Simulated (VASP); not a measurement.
Write the native input for VASP 6.6.1 that does the following.

* Task: single point
* Functional: PBE
* Potentials or basis: VASP PAW PBE potentials, release 64 (P)
* Cutoff: 520 eV
* k mesh: 6 × 6 × 2
* Occupations: gaussian, width 0.1 eV
* Spin: no spin polarisation
* Dipole correction: no
* Further INCAR settings: ALGO = Normal; EDIFF = 1e-06; NBANDS = 24

The structure of P lies in POSCAR:

```
P
1.0
    2.9859515000      0.0000000000      0.0000000000
   -1.4929757500      2.5859098600      0.0000000000
    0.0000000000      0.0000000000     14.7861985100
P
6
Direct
    0.9921810300      0.6802400100      0.9164750000
    0.3197599900      0.3119410300      0.2498083300
    0.6880589700      0.0078189700      0.5831416600
    0.0078189700      0.6880589700      0.4168583400
    0.6802400100      0.9921810300      0.0835250000
    0.3119410300      0.3197599900      0.7501916700
```

One way to write it, as run:

INCAR

```
PREC     = Accurate       # precision mode
ENCUT    = 520            # plane-wave cutoff, eV
EDIFF    = 1E-6           # SCF threshold, eV
ISMEAR   = 0              # smearing method
SIGMA    = 0.1            # smearing width, eV
LREAL    = False          # projectors in reciprocal space
LASPH    = True           # aspherical terms in the spheres
NELM     = 60             # most SCF steps
ALGO     = Normal         # electronic algorithm
ISIF     = 2              # what is computed and relaxed
LWAVE    = False          # write WAVECAR
LCHARG   = True           # write CHGCAR
GGA      = PE             # functional
LELF     = True           # ELF
LVHAR    = True         
NBANDS   = 24             # bands
```

KPOINTS

```
Automatic mesh
0
Gamma
  6 6 2
```

Potentials or basis: VASP PAW PBE potentials, release 64 (P).

Command:

```console
$ cat potpaw_PBE.64/P/POTCAR > POTCAR
$ mpirun -np 1 vasp_std > vasp.out
```

Results of the run:

```yaml
Pressure: -15.2 GPa
Largest_force: 0.139 eV/Å
Band_gap_on_the_k_mesh: zero (bands 15 and 16 overlap by 6.13 eV)
```

Caveat: the k points lie up to 0.40 Å⁻¹ apart, too coarse for converged energies and pressures of a metal.

Run time: 49 s on 1 thread of Intel Xeon 8259CL, on a shared host, peak memory 0.24 GiB.
